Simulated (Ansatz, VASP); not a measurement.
## AgI: VASP beside Ansatz

```
CELL_PARAMETERS angstrom
4.58000 0.00000 0.00000
-2.29000 3.96640 0.00000
0.00000 0.00000 7.51000
ATOMIC_POSITIONS crystal
Ag 0.33333 0.66667 0.00000
Ag 0.66667 0.33333 0.50000
I 0.33333 0.66667 0.37500
I 0.66667 0.33333 0.87500
```

Alike in both runs: task electric field gradients; functional PBE; k mesh 8 × 8 × 4; occupations fermi-dirac, width 0.01 eV; no spin polarisation.

|  | VASP | Ansatz |
| --- | --- | --- |
| version | VASP 6.6.1 | Ansatz 0.2.0 |
| potentials or method | VASP PAW PBE potentials, release 64 (Ag, I) | PAW with Ansatz's default frozen-core files, scalar-relativistic |
| plane-wave cutoff (eV) | 400 | 420 |
| valence electrons in the cell | 36 | 72 |

VASP gave:

```
gap on the k mesh at the Fermi level (eV)                     : 1.37
pressure (GPa)                                                : 1.8
traceless stress, the component that is largest in VASP (GPa) : -0.10
rms of the force components (eV/Å)                            : 0.012
size of Vzz on the site where it differs most (V/Å²)          : 2.0
```

Which values does Ansatz return?

gap on the k mesh at the Fermi level (eV): 1.36; pressure (GPa): 2.0; traceless stress, the component that is largest in VASP (GPa): -0.10; rms of the force components (eV/Å): 0.012; size of Vzz on the site where it differs most (V/Å²): 1.5.

Atom by atom the forces differ by 0.000 eV/Å (rms over components). VASP's potentials hold 36 valence electrons a cell and Ansatz's 72, so a difference there can come from the potentials and not from the codes.

Neither program's run includes spin-orbit coupling.
